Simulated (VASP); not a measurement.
# Fe: relaxation of cell and atoms with LDA

Fe:

```
CELL_PARAMETERS angstrom
-1.37985 1.37985 1.37985
1.37985 -1.37985 1.37985
1.37985 1.37985 -1.37985
ATOMIC_POSITIONS crystal
Fe 0.00000 0.00000 0.00000
```

```json
{
 "Program": "VASP 6.6.1",
 "Task": "relaxation of cell and atoms",
 "Functional": "LDA",
 "Potentials or basis": "VASP PAW LDA potentials, release 64 (Fe)",
 "Cutoff": "600 eV",
 "k mesh": "19 × 19 × 19",
 "Occupations": "fermi-dirac, width 0.1 eV",
 "Spin": "collinear spin, ferromagnetic start",
 "Starting moments": "[2.5] μB",
 "Target pressure": "-2.4 GPa",
 "Dipole correction": "no",
 "Further INCAR settings": "ALGO = Normal; EDIFF = 1e-06; IBRION = 2; EDIFFG = -0.005; NSW = 60; ISIF = 3"
}
```

The relaxed volume is 10.46 Å³/atom, the relaxed cell is a = 2.386 Å, b = 2.386 Å, c = 2.386 Å, α = 109.47°, β = 109.47°, γ = 109.47° and the space group after relaxing (to 0.1 Å) is Im-3m (No. 229). The energy change on relaxing (the run minimises the enthalpy) is -0.9 meV/atom and the ionic steps are 3. The pressure after relaxing is -2.4 GPa. The net moment is 1.95 μB per cell, the site moments are Fe +1.92 μB and the valence electrons inside the program's atomic spheres are Fe 7.46.

Step by step:
```csv
step,energy change (eV),largest force (eV/Å),pressure (GPa),volume (Å³)
1,0.0000,0.0000,-3.53,10.51
2,-0.0016,0.0000,-1.07,10.40
3,-0.0009,0.0000,-2.37,10.46
```

Final structure:
```cif
data_structure
_symmetry_space_group_name_H-M 'P 1'
_symmetry_Int_Tables_number 1
_cell_length_a 2.3862
_cell_length_b 2.3862
_cell_length_c 2.3862
_cell_angle_alpha 109.471
_cell_angle_beta 109.471
_cell_angle_gamma 109.471
_cell_volume 10.46
loop_
_atom_site_label
_atom_site_type_symbol
_atom_site_fract_x
_atom_site_fract_y
_atom_site_fract_z
_atom_site_occupancy
Fe1 Fe 0.00000 0.00000 0.00000 1
```

Levels at points of the mesh, in eV from the Fermi level:
Spin up:
| k point | band 2 | band 3 | band 4 | band 5 | band 6 | band 7 | band 8 | band 9 |
| --- | --- | --- | --- | --- | --- | --- | --- | --- |
| (0.00, 0.00, 0.00) | -2.48 | -2.48 | -2.48 | -0.95 | -0.95 | 25.62 | 25.62 | 25.62 |
Spin down:
| k point | band 1 | band 2 | band 3 | band 4 | band 5 | band 6 | band 7 | band 8 |
| --- | --- | --- | --- | --- | --- | --- | --- | --- |
| (0.00, 0.00, 0.00) | -8.69 | -0.90 | -0.90 | -0.90 | 1.15 | 1.15 | 25.79 | 25.79 |

It took 110 s on 1 thread of Intel Xeon 8259CL (shared host), peak memory 0.17 GiB.

Caveat: the cell is relaxed towards a set pressure, so the run minimises the enthalpy, not the energy.
